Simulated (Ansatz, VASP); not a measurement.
**One calculation of TaW2, two programs**

Contents of INCAR:

```
PREC = Accurate
ENCUT = 520
EDIFF = 1E-6
ISMEAR = 0
SIGMA = 0.1
LREAL = False
LASPH = True
NELM = 60
ALGO = Fast
ISIF = 2
LWAVE = False
LCHARG = True
GGA = PE
LELF = True
LVHAR = True
NBANDS = 26
```

KPOINTS

```
regular mesh
0
Gamma
  6 6 4
```

The input POSCAR:

```
TaW2
1.0
    3.1772150500      0.0000000000      0.0000000000
   -1.5886075300      2.7515489500      0.0000000000
    0.0000000000      0.0000000000      4.9517320900
Ta W
1 2
Direct
    0.0000000000      0.0000000000      0.5000000000
    0.3333333300      0.6666666700      0.2451610000
    0.6666666700      0.3333333300      0.7548390000
```

Input for Ansatz:

```yaml
crystal:
  lattice:
    - [3.17721505, 0.0, 0.0]
    - [-1.58860753, 2.75154895, 0.0]
    - [0.0, 0.0, 4.95173209]
  atoms:
    - { symbol: Ta, position: [0.0, 0.0, 0.5] }
    - { symbol: W, position: [0.33333333, 0.66666667, 0.245161] }
    - { symbol: W, position: [0.66666667, 0.33333333, 0.754839] }
basis:
  ecutwfc: 420
kpoints:
  mp_grid: { grid: [6, 6, 4] }
hamiltonian:
  xc: pbe
scf:
  occupations: { method: gaussian, width: 0.1 }
  lower_state_search: "off"
output:
  forces: true
  stress: true
  eigenvalues: true
```

Change from the starting cell: species swapped into the Mn2N type (P-3m1, No. 164).

Alike in both runs: task single point; functional PBE; k mesh 6 × 6 × 4; occupations gaussian, width 0.1 eV; no spin polarisation.

|  | VASP | Ansatz |
| --- | --- | --- |
| version | VASP 6.6.1 | Ansatz 0.2.0 |
| potentials or method | VASP PAW PBE potentials, release 64 (Ta_pv, W_sv), cutoff 520 eV | scalar-relativistic, plane waves, PAW |
| valence electrons in the cell | 39 | 41 |

VASP gave:

```
gap on the k mesh at the Fermi level (eV) : none
rms of the force components (eV/Å)        : 7.616
```

Task: Estimate Ansatz's values.

Result: gap on the k mesh at the Fermi level (eV): none; rms of the force components (eV/Å): 7.406.

Atom by atom the forces differ by 0.211 eV/Å (rms over components). A gap of «none» marks a metal or a gap that the smearing closes. VASP's potentials hold 39 valence electrons a cell and Ansatz's 41, so a difference there can come from the potentials and not from the codes.

The k mesh is coarse, so the values compare programs but aren't converged. Spin-orbit coupling is off throughout.
